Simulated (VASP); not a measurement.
**MgO: single point with BLYP+D3(BJ)**

MgO:

```
CELL_PARAMETERS angstrom
3.45680 0.00000 0.00000
-1.72840 2.99367 0.00000
0.00000 0.00000 4.18256
ATOMIC_POSITIONS crystal
Mg 0.66667 0.33333 0.75000
Mg 0.33333 0.66667 0.25000
O 0.66667 0.33333 0.25000
O 0.33333 0.66667 0.75000
```

```
Program             : VASP 6.6.1
Task                : single point
Functional          : BLYP
Dispersion          : D3(BJ)
Potentials or basis : VASP PAW PBE potentials, release 64 (Mg_sv, O)
Cutoff              : 840 eV
k mesh              : 6 × 6 × 4
Occupations         : gaussian, width 0.01 eV
Spin                : no spin polarisation
```

| Item | Value |
| --- | --- |
| Pressure | 0.4 GPa |
| Band gap on the k mesh | 3.80 eV |
| Dispersion energy per atom | -0.549 eV |

Stress tensor (GPa, compression positive):
```
0.46 0.00 0.00
0.00 0.46 0.00
0.00 0.00 0.28
```

Levels at points of the mesh, in eV from the valence-band top:
```tsv
k point	band 12	band 13	band 14	band 15	band 16	band 17	band 18	band 19	band 20	band 21
(0.00, 0.00, 0.00)	-1.73	-1.73	-0.84	-0.84	0.00	3.80	9.67	12.59	12.80	12.80
(0.50, 0.00, 0.00)	-2.37	-2.33	-2.00	-1.29	-0.56	7.34	9.35	10.18	12.35	13.23
(0.00, 0.00, 0.50)	-2.40	-1.31	-1.31	-1.31	-1.31	6.77	6.77	13.18	13.18	13.18
(0.50, 0.00, 0.50)	-3.87	-1.55	-1.55	-0.84	-0.84	7.66	7.66	12.25	12.25	14.39
```

It took 27 s on 1 thread of Intel(R) Xeon(R) 6975P-C (Granite Rapids), on a shared host, peak memory 0.23 GiB.

Caveat: the PAW data sets were made with another functional, which shifts forces and pressure a little.
